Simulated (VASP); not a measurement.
# C (Imma) in VASP: a series of runs, part 2 of 2

VASP 6.6.1.

### Step 5. Single point, PBE (strain +0.0375 x Voigt [0, 0, 0, 1, 0, 0])

The input, INCAR:

```
ALGO = Normal
EDIFF = 1E-6
ENCUT = 520
GGA = PE
ISIF = 2
ISMEAR = 0
LASPH = T
LCHARG = T
LELF = T
LREAL = F
LVHAR = T
LWAVE = F
NBANDS = 11
NELM = 100
PREC = Accurate
SIGMA = 0.05
```

The input, KPOINTS:

```
k-points
0
Gamma
  12 12 12
```

The input, POSCAR:

```
C
1.0
    0.0000000000      1.8168387500      1.8168387500
    1.7834000000      0.0334387500      1.7834000000
    1.7834000000      1.7834000000      0.0334387500
C
2
Direct
    0.5000000000      0.5000000000      0.5000000000
    0.7500000000      0.7500000000      0.7500000000
```

Potentials or basis: VASP PAW PBE potentials, release 64 (C).

The run is started by

```console
$ cat potpaw_PBE.64/C/POTCAR > POTCAR
$ mpirun -np 1 vasp_std > vasp.out
```

OUTCAR:

```text
EDIFF = 1E-6
   ENCUT = 520
   GGA = PE
   ISIF = 2
   ISMEAR = 0
   LASPH = T
   LREAL = F
   NELM = 100
   PREC = Accurate

 ion  position               nearest neighbor table
   1  0.500  0.500  0.500-   2 1.53   2 1.53   2 1.56   2 1.56
   2  0.750  0.750  0.750-   1 1.53   1 1.53   1 1.56   1 1.56

  LATTYP: Found a body centered orthorhombic cell.
 ALAT       =     2.4748189334
 B/A-ratio  =     1.0382165605
 C/A-ratio  =     1.4412367515

  Lattice vectors:

 A1 = (  -1.7834000000,   1.7834000000,   0.0334387500)
 A2 = (  -1.7834000000,  -1.7834000000,  -0.0334387500)
 A3 = (   1.7834000000,   0.0334387500,   1.7834000000)

Analysis of symmetry for initial positions (statically):
=====================================================================
 Subroutine PRICEL returns:
 Original cell was already a primitive cell.

 Routine SETGRP: Setting up the symmetry group for a
 body centered orthorhombic supercell.

 Subroutine GETGRP returns: Found  8 space group operations
 (whereof  4 operations were pure point group operations)
 out of a pool of  8 trial point group operations.

The static configuration has the point symmetry C_2v.
 The point group associated with its full space group is D_2h.

Analysis of symmetry for dynamics (positions and initial velocities):
=====================================================================
 Subroutine PRICEL returns:
 Original cell was already a primitive cell.

 Routine SETGRP: Setting up the symmetry group for a
 body centered orthorhombic supercell.

 Subroutine GETGRP returns: Found  8 space group operations
 (whereof  4 operations were pure point group operations)
 out of a pool of  8 trial point group operations.

The dynamic configuration has the point symmetry C_2v.
 The point group associated with its full space group is D_2h.

 Subroutine INISYM returns: Found  8 space group operations
 (whereof  4 operations are pure point group operations),
 and found     1 'primitive' translations

[... 119 lines left out ...]
   GGA     = PE    functional components
   LHFCALC =     F    Hartree Fock is set to
   AEXX    =    0.0000 exact exchange contribution
   IVDW    =     0    specifies the selected vdW correction
   LEPSILON=     F    determine dielectric tensor
   LRPA    =     F    only Hartree local field effects (RPA)
 non-spin polarized calculation
 Gauss-broadening in eV      SIGMA  =   0.05
  energy-cutoff  :      520.00
  volume of cell :       11.34
 maximum number of plane-waves:       315
   NGX =  9   NGY =  9   NGZ =  9

 number of electron       7.9999999 magnetization

 Free energy of the ion-electron system (eV)
  ---------------------------------------------------
  ext. energy  EPLUGINS =         0.00000000
  ---------------------------------------------------
  free energy    TOTEN  =       -18.15680250 eV

  energy without entropy =      -18.15680250  energy(sigma->0) =      -18.15680250

 E-fermi :  10.0222     XC(G=0): -13.2522

 val. band max:        9.7471963479   @ k =   0.0000   0.0000   0.0000
 cond. band min:      13.7084280465   @ k =   0.0000   0.4167   0.4167
 fundamental gap:      3.9612316986
 Fermi energy:        10.0222343906

 k-point     1 :       0.0000    0.0000    0.0000
  band No.  band energies     occupation
      1     -11.7518      2.00000
      2       9.7080      2.00000
      3       9.7355      2.00000
      4       9.7472      2.00000
      5      14.7618      0.00000
      6      15.2450      0.00000
      7      15.9018      0.00000
      8      23.1744      0.00000
      9      29.0560      0.00000
     10      36.2733      0.00000
     11      36.3130      0.00000
[... 309 lines left out ...]
 k-point    24 :       0.3333    0.1667    0.0000
  band No.  band energies     occupation
      1      -9.0355      2.00000
      2       2.4440      2.00000
      3       5.9713      2.00000
      4       6.2986      2.00000
      5      15.8599      0.00000
      6      20.4847      0.00000
      7      20.8865      0.00000
      8      21.7805      0.00000
      9      30.4689      0.00000
     10      31.3771      0.00000
     11      36.8468      0.00000

 [... further k-points ...]

------------------------ aborting loop because EDIFF is reached ----------------------------------------

  FORCE on cell =-STRESS in cart. coord.  units (eV):
  Direction    XX          YY          ZZ          XY          YZ          ZX
  --------------------------------------------------------------------------------------
  -------------------------------------------------------------------------------------
  Total        0.1867818      0.2454781      0.2454781      0.0000000     -1.5147133      0.0000000
  in kB       26.3889178     34.6816509     34.6816509      0.0000000   -214.0018129      0.0000000
  external PRESSURE =      31.9174066 kB  Pullay stress =       0.0000000 kB

 VOLUME and BASIS-vectors are now :
 -----------------------------------------------------------------------------
  energy-cutoff  :      520.00
  volume of cell :       11.34
      direct lattice vectors                 reciprocal lattice vectors
     0.000000000  1.816838750  1.816838750    -0.280363351  0.275203289  0.275203289
     1.783400000  0.033438750  1.783400000     0.280363351 -0.285720612  0.285720612
     1.783400000  1.783400000  0.033438750     0.280363351  0.285720612 -0.285720612

 POSITION                                       TOTAL-FORCE (eV/Angst)
 -----------------------------------------------------------------------------------
      1.78340      1.81684      1.81684         0.120942      0.000000     -0.000000
      2.67510      2.72526      2.72526        -0.120942      0.000000      0.000000
 -----------------------------------------------------------------------------------
    total drift:                                0.000000     -0.000000      0.000000

  FREE ENERGIE OF THE ION-ELECTRON SYSTEM (eV)
  ---------------------------------------------------
  free  energy   TOTEN  =       -18.1568025003 eV

  energy  without entropy=      -18.1568025003  energy(sigma->0) =      -18.15680250
```

stdout:

```text
POSCAR found type information on POSCAR C
 POSCAR found :  1 types and       2 ions
 scaLAPACK will be used
 LDA part: xc-table for (Slater+PW92), standard interpolation
 POSCAR, INCAR and KPOINTS ok, starting setup
 FFT: planning ... GRIDC
 FFT: planning ... GRID_SOFT
 FFT: planning ... GRID
 WAVECAR not read
 entering main loop
```

It took 51 s on 1 thread of AMD EPYC 7R43 (Zen 3), shared host; peak memory 0.1 GiB.

What came out:

```
Free energy            : -18.1568 eV
Pressure               : 3.2 GPa
Largest force          : 0.121 eV/Å
Band gap on the k mesh : 3.96 eV, indirect (least direct gap 5.01 eV)
```

Forces on the atoms (eV/Å):
```
C    0.121  0.000  0.000
C   -0.121  0.000  0.000
```

Stress tensor (GPa, compression positive):
```
  2.64   0.00   0.00
  0.00   3.47 -21.40
  0.00 -21.40   3.47
```

Levels at points of the mesh, in eV from the valence-band top:
```
           k point  band 2  band 3  band 4  band 5  band 6  band 7
(0.00, 0.00, 0.00)   -0.04   -0.01    0.00    5.01    5.50    6.15
(0.50, 0.00, 0.00)  -13.37   -2.68   -2.61    8.10    8.87    9.42
(0.00, 0.50, 0.00)  -13.41   -3.03   -2.92    8.05    8.14    8.92
(0.50, 0.50, 0.00)  -12.78   -6.30   -6.30    4.75    4.75   16.72
(0.00, 0.50, 0.50)  -12.57   -6.68   -5.93    4.03    5.50   16.78
```

Caveat: the cell differs from its parent crystal (strain +0.0375 x Voigt [0, 0, 0, 1, 0, 0]).

### Step 6. Single point, PBE (strain +0.0125 x Voigt [0, 0, 0, 1, 0, 0])

The input, INCAR:

```
SYSTEM = C
  PREC = Accurate
  ENCUT = 520
  EDIFF = 1E-6
  ISMEAR = 0
  SIGMA = 0.05
  LREAL = .False.
  LASPH = .True.
  NELM = 80
  ALGO = Normal
  ISIF = 2
  LWAVE = .False.
  LCHARG = .True.
  GGA = PE
  LELF = .True.
  LVHAR = .True.
  NBANDS = 11
```

The input, KPOINTS:

```
Automatic mesh
0
Gamma
  12 12 12
  0 0 0
```

The input, POSCAR:

```
C
1.0
    0.0000000000      1.7945462500      1.7945462500
    1.7834000000      0.0111462500      1.7834000000
    1.7834000000      1.7834000000      0.0111462500
C
2
Direct
    0.5000000000      0.5000000000      0.5000000000
    0.7500000000      0.7500000000      0.7500000000
```

Potentials or basis: VASP PAW PBE potentials, release 64 (C).

The run is started by

```console
$ cat potpaw_PBE.64/C/POTCAR > POTCAR
$ mpirun -np 1 vasp_std > vasp.out
```

Run time: 45 s. Hardware: 1 thread of AMD EPYC 7R43 (Zen 3), shared host; peak memory 0.1 GiB.

Results (log left out):

```
Free energy            : -18.1821 eV
Pressure               : 2.5 GPa
Largest force          : 0.040 eV/Å
Band gap on the k mesh : 4.14 eV, indirect (least direct gap 5.40 eV)
```

Forces in eV/Å, atoms in the order of the input:
```
C    0.040  0.000  0.000
C   -0.040  0.000  0.000
```

Stress tensor (GPa, compression positive):
```
 2.46  0.00  0.00
 0.00  2.55 -7.13
 0.00 -7.13  2.55
```

Levels at points of the mesh, in eV from the valence-band top:
| k point | band 2 | band 3 | band 4 | band 5 | band 6 | band 7 |
| --- | --- | --- | --- | --- | --- | --- |
| (0.00, 0.00, 0.00) | -0.01 | 0.00 | 0.00 | 5.40 | 5.58 | 5.78 |
| (0.50, 0.00, 0.00) | -13.37 | -2.76 | -2.73 | 8.36 | 8.60 | 9.02 |
| (0.00, 0.50, 0.00) | -13.38 | -2.87 | -2.84 | 8.32 | 8.45 | 8.77 |
| (0.50, 0.50, 0.00) | -12.77 | -6.30 | -6.30 | 4.76 | 4.76 | 16.80 |
| (0.00, 0.50, 0.50) | -12.70 | -6.43 | -6.17 | 4.51 | 5.00 | 16.80 |

Caveat: the cell differs from its parent crystal (strain +0.0125 x Voigt [0, 0, 0, 1, 0, 0]). A k mesh can miss the band edges.

### Step 7. Overview

```tsv
cell	gap on the mesh (eV)	pressure (GPa)	largest force (eV/Å)
a = 2.554, b = 2.522, c = 2.522 Å, angles 59.2, 59.6, 59.6°, 2 atoms	4.09	2.8	0.08
a = 2.632, b = 2.523, c = 2.523 Å, angles 57.1, 58.6, 58.6°, 2 atoms	3.09	6.6	0.29
a = 2.601, b = 2.523, c = 2.523 Å, angles 57.9, 59.0, 59.0°, 2 atoms	3.56	4.5	0.20
a = 2.569, b = 2.522, c = 2.522 Å, angles 58.8, 59.4, 59.4°, 2 atoms	3.96	3.2	0.12
a = 2.538, b = 2.522, c = 2.522 Å, angles 59.6, 59.8, 59.8°, 2 atoms	4.14	2.5	0.04
```

Alike in all rows: task single point; level PBE; potentials or basis VASP PAW PBE potentials, release 64 (C); no spin polarisation; k mesh 12 × 12 × 12; cutoff (eV) 520; smearing gaussian 0.05 eV.

Absolute energies hang on the potentials; compare differences alone.
